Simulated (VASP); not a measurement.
# TaNi3 (I4/mmm) in VASP: single point with LDA

Aim: the single point of TaNi3 with LDA.

All numbers are computed with VASP 6.6.1; they aren't measurements. Logs are shortened: lines on timing, memory, paths and dates and some standing lists are left out, and cuts for length are marked.

### Step 1. The cell of the first run

It takes space group I4/mmm (No. 139, tetragonal). The conventional cell has a = 3.698 Å, b = 3.698 Å, c = 7.601 Å, α = 90.00°, β = 90.00°, γ = 90.00°. Ta (site symmetry 4/mmm) has 12 Ni at 2.61 to 2.65 Å within 3.4 Å. Ni (site symmetry 4/mmm) has 4 Ta at 2.61 Å and 8 Ni at 2.65 Å within 3.4 Å. Within 3.4 Å of Ni (site symmetry -4m2) lie 8 Ni at 2.61 to 2.65 Å and 4 Ta at 2.65 Å.

### Step 2. Single point, LDA, collinear spin, ferromagnetic start (12.99 Å³/atom)

Contents of INCAR:

```
PREC = Accurate
ENCUT = 600
EDIFF = 1E-6
ISMEAR = -1
SIGMA = 0.05
LREAL = False
LASPH = True
NELM = 200
ALGO = Normal
ISIF = 2
LWAVE = False
LCHARG = False
ISPIN = 2
MAGMOM = 0 1 1 1
LORBIT = 11
LMAXMIX = 4
NBANDS = 32
GGA_COMPAT = False
```

Contents of KPOINTS:

```
Automatic mesh
0
Gamma
  10 10 10
```

Contents of POSCAR:

```
TaNi3
1.0
   -1.8490678535      1.8490678535      3.8006067956
    1.8490678535     -1.8490678535      3.8006067956
    1.8490678535      1.8490678535     -3.8006067956
Ta Ni
1 3
Direct
    0.0000000000      0.0000000000      0.0000000000
    0.5000000000      0.5000000000      0.0000000000
    0.2500000000      0.7500000000      0.5000000000
    0.7500000000      0.2500000000      0.5000000000
```

Potentials or basis: VASP PAW LDA potentials, release 64 (Ta_pv, Ni).

The run is started by

```
$ cat potpaw_LDA.64/Ta_pv/POTCAR potpaw_LDA.64/Ni/POTCAR > POTCAR
$ mpirun -np 1 vasp_std > vasp.out
```

OUTCAR:

```text
PREC = Accurate
   ENCUT = 600
   EDIFF = 1E-6
   ISMEAR = -1
   LREAL = False
   LASPH = True
   NELM = 200
   ISIF = 2
   ISPIN = 2
   LORBIT = 11

 ion  position               nearest neighbor table
   1  0.000  0.000  0.000-   2 2.61   2 2.61   2 2.61   2 2.61   4 2.65   4 2.65   3 2.65   3 2.65
                             4 2.65   3 2.65   4 2.65   3 2.65
   2  0.500  0.500  0.000-   1 2.61   1 2.61   1 2.61   1 2.61   3 2.65   3 2.65   4 2.65   4 2.65
                             4 2.65   3 2.65   4 2.65   3 2.65
   3  0.250  0.750  0.500-   4 2.61   4 2.61   4 2.61   4 2.61   1 2.65   1 2.65   2 2.65   2 2.65
                             2 2.65   1 2.65   2 2.65   1 2.65
   4  0.750  0.250  0.500-   3 2.61   3 2.61   3 2.61   3 2.61   2 2.65   2 2.65   1 2.65   1 2.65
                             2 2.65   1 2.65   2 2.65   1 2.65

  LATTYP: Found a body centered tetragonal cell.
 ALAT       =     3.6981357070
 C/A-ratio  =     2.0554177005

  Lattice vectors:

 A1 = (  -1.8490678535,   1.8490678535,   3.8006067956)
 A2 = (   1.8490678535,  -1.8490678535,   3.8006067956)
 A3 = (   1.8490678535,   1.8490678535,  -3.8006067956)

Analysis of symmetry for initial positions (statically):
=====================================================================
 Subroutine PRICEL returns:
 Original cell was already a primitive cell.

 Routine SETGRP: Setting up the symmetry group for a
 body centered tetragonal supercell.

 Subroutine GETGRP returns: Found 16 space group operations
 (whereof 16 operations were pure point group operations)
 out of a pool of 16 trial point group operations.

The static configuration has the point symmetry D_4h.

Analysis of symmetry for dynamics (positions and initial velocities):
=====================================================================
 Subroutine PRICEL returns:
 Original cell was already a primitive cell.

 Routine SETGRP: Setting up the symmetry group for a
 body centered tetragonal supercell.

 Subroutine GETGRP returns: Found 16 space group operations
 (whereof 16 operations were pure point group operations)
 out of a pool of 16 trial point group operations.

The dynamic configuration has the point symmetry D_4h.

Analysis of structural, dynamic, and magnetic symmetry:
=====================================================================
 Subroutine PRICEL returns:
 Original cell was already a primitive cell.

 Routine SETGRP: Setting up the symmetry group for a
 body centered tetragonal supercell.

 Subroutine GETGRP returns: Found 16 space group operations
 (whereof 16 operations were pure point group operations)
 out of a pool of 16 trial point group operations.

[... 134 lines left out ...]
   LRPA    =     F    only Hartree local field effects (RPA)
 spin polarized calculation
  energy-cutoff  :      600.00
  volume of cell :       51.98
 maximum number of plane-waves:      1771
 NGX is ok and might be reduce to    40
   NGX = 19   NGY = 19   NGZ = 19

 number of electron      40.9999997 magnetization       0.0004941

 number of electron      40.9999997 magnetization      -0.0000500

 Free energy of the ion-electron system (eV)
  ---------------------------------------------------
  ext. energy  EPLUGINS =         0.00000000
  ---------------------------------------------------
  free energy    TOTEN  =       -33.73993009 eV

  energy without entropy =      -33.72694997  energy(sigma->0) =      -33.73344003

 E-fermi :   7.7360     XC(G=0): -13.1749

 val. band max:        7.7323078149   @ k =   0.3000   0.3000  -0.0000
 cond. band min:       7.7383890623   @ k =  -0.3000   0.3000   0.0000
 fundamental gap:      0.0060812473
 Fermi energy:         7.7360049833

 spin component 1

 k-point     1 :       0.0000    0.0000    0.0000
  band No.  band energies     occupation
      1     -26.8901      1.00000
      2     -26.8901      1.00000
      3     -26.8747      1.00000
      4      -0.9846      1.00000
      5       3.2135      1.00000
      6       3.7412      1.00000
[... 829 lines left out ...]
     31      19.2569      0.00000
     32      19.9909      0.00000

 [... further k-points ...]

 spin component 2

 k-point     1 :       0.0000    0.0000    0.0000
  band No.  band energies     occupation
      1     -26.8901      1.00000
      2     -26.8901      1.00000
      3     -26.8747      1.00000
      4      -0.9846      1.00000
      5       3.2135      1.00000
      6       3.7412      1.00000
[... 829 lines left out ...]
     31      19.2569      0.00000
     32      19.9909      0.00000

 [... further k-points ...]

------------------------ aborting loop because EDIFF is reached ----------------------------------------

  FORCE on cell =-STRESS in cart. coord.  units (eV):
  Direction    XX          YY          ZZ          XY          YZ          ZX
  --------------------------------------------------------------------------------------
  -------------------------------------------------------------------------------------
  Total       -7.6681657     -7.6681657     -7.3856013      0.0000000     -0.0000000      0.0000000
  in kB     -236.3651493   -236.3651493   -227.6553262      0.0000000     -0.0000000      0.0000000
  external PRESSURE =    -233.4618749 kB  Pullay stress =       0.0000000 kB

 VOLUME and BASIS-vectors are now :
 -----------------------------------------------------------------------------
  energy-cutoff  :      600.00
  volume of cell :       51.98
      direct lattice vectors                 reciprocal lattice vectors
    -1.849067854  1.849067854  3.800606796     0.000000000  0.270406518  0.131557940
     1.849067854 -1.849067854  3.800606796     0.270406518  0.000000000  0.131557940
     1.849067854  1.849067854 -3.800606796     0.270406518  0.270406518  0.000000000

 POSITION                                       TOTAL-FORCE (eV/Angst)
 -----------------------------------------------------------------------------------
      0.00000      0.00000      0.00000         0.000000     -0.000000      0.000000
      0.00000      0.00000      3.80061         0.000000     -0.000000      0.000000
      1.84907      0.00000      1.90030         0.000000     -0.000000     -0.000000
      0.00000      1.84907      1.90030        -0.000000      0.000000      0.000000
 -----------------------------------------------------------------------------------
    total drift:                               -0.000000     -0.000000      0.000000

  FREE ENERGIE OF THE ION-ELECTRON SYSTEM (eV)
  ---------------------------------------------------
  free  energy   TOTEN  =       -33.7399300909 eV

  energy  without entropy=      -33.7269499697  energy(sigma->0) =      -33.73344003

 total charge

# of ion       s       p       d       tot
------------------------------------------
    1        0.376   6.179   2.214   8.769
    2        0.516   0.468   8.366   9.351
    3        0.496   0.488   8.343   9.326
    4        0.496   0.488   8.343   9.326
--------------------------------------------------
tot          1.884   7.623  27.266  36.773

 magnetization (x)

# of ion       s       p       d       tot
------------------------------------------
    1        0.000   0.000   0.000   0.000
    2       -0.000   0.000  -0.000  -0.000
    3        0.000   0.000  -0.000  -0.000
    4        0.000   0.000  -0.000  -0.000
--------------------------------------------------
tot          0.000   0.000  -0.000  -0.000
```

OSZICAR:

```text
N       E                     dE             d eps       ncg     rms          rms(c)
DAV:   1     0.311997513755E+03    0.31200E+03   -0.20688E+04 13096   0.188E+03
DAV:   2    -0.159971894260E+02   -0.32799E+03   -0.31232E+03 13112   0.384E+02
DAV:   3    -0.372383109712E+02   -0.21241E+02   -0.20268E+02 15688   0.114E+02
DAV:   4    -0.376558270999E+02   -0.41752E+00   -0.41609E+00 14384   0.158E+01
DAV:   5    -0.376681303902E+02   -0.12303E-01   -0.12302E-01 19176   0.229E+00    0.242E+01
DAV:   6    -0.420387816109E+02   -0.43707E+01   -0.43963E+01 14584   0.102E+02    0.250E+01
DAV:   7    -0.338556922474E+02    0.81831E+01   -0.18513E+01 16352   0.655E+01    0.566E+00
DAV:   8    -0.345293842057E+02   -0.67369E+00   -0.41060E+00 18656   0.391E+01    0.117E+01
DAV:   9    -0.337778102144E+02    0.75157E+00   -0.57916E+00 18280   0.274E+01    0.221E+00
DAV:  10    -0.337434596803E+02    0.34351E-01   -0.18908E-01 17904   0.511E+00    0.525E-01
DAV:  11    -0.337408296093E+02    0.26301E-02   -0.14641E-02 15512   0.122E+00    0.312E-01
DAV:  12    -0.337399839675E+02    0.84564E-03   -0.96451E-04 20704   0.455E-01    0.146E-01
DAV:  13    -0.337399554176E+02    0.28550E-04   -0.13798E-04 16992   0.118E-01    0.755E-02
DAV:  14    -0.337399350281E+02    0.20390E-04   -0.36600E-05 16608   0.988E-02    0.306E-02
DAV:  15    -0.337399306353E+02    0.43928E-05   -0.86056E-06 19240   0.293E-02    0.110E-02
DAV:  16    -0.337399300909E+02    0.54435E-06   -0.21309E-06  9904   0.150E-02
   1 F= -.33739930E+02 E0= -.33733440E+02  d E =-.129801E-01  mag=     0.0000
```

It took 18 min on 1 thread of Intel Xeon 8259CL, shared host; peak memory 0.43 GiB.

Results:

```
Free energy                                           : -33.7399 eV
Pressure                                              : -23.3 GPa
Net moment                                            : 0.00 μB per cell
Valence electrons inside the program's atomic spheres : Ta 8.77; Ni 9.35, 9.33 (each value once)
```

Levels at points of the mesh, in eV from the Fermi level:
Spin up:
| k point | band 17 | band 18 | band 19 | band 20 | band 21 | band 22 | band 23 | band 24 |
| --- | --- | --- | --- | --- | --- | --- | --- | --- |
| (0.00, 0.00, 0.00) | -1.16 | -0.86 | -0.36 | 0.99 | 1.01 | 1.20 | 1.20 | 2.07 |
| (0.50, 0.00, 0.00) | -1.34 | -1.28 | -0.87 | -0.75 | -0.47 | 0.27 | 1.76 | 2.17 |
| (0.50, 0.50, 0.00) | -1.22 | -1.12 | -0.71 | -0.10 | 0.24 | 0.77 | 0.86 | 1.31 |
| (0.50, 0.50, 0.50) | -0.89 | -0.79 | -0.77 | -0.36 | 1.49 | 2.28 | 2.60 | 2.60 |
Spin down:
```csv
k point,band 17,band 18,band 19,band 20,band 21,band 22,band 23,band 24
"(0.00, 0.00, 0.00)",-1.16,-0.86,-0.36,0.99,1.01,1.20,1.20,2.07
"(0.50, 0.00, 0.00)",-1.34,-1.28,-0.87,-0.75,-0.47,0.27,1.76,2.17
"(0.50, 0.50, 0.00)",-1.22,-1.12,-0.71,-0.10,0.24,0.77,0.86,1.31
"(0.50, 0.50, 0.50)",-0.89,-0.79,-0.77,-0.36,1.49,2.28,2.60,2.60
```

Caveat: the cell stands under tension; spin-orbit coupling is left out, which moves the levels of the heavy elements.
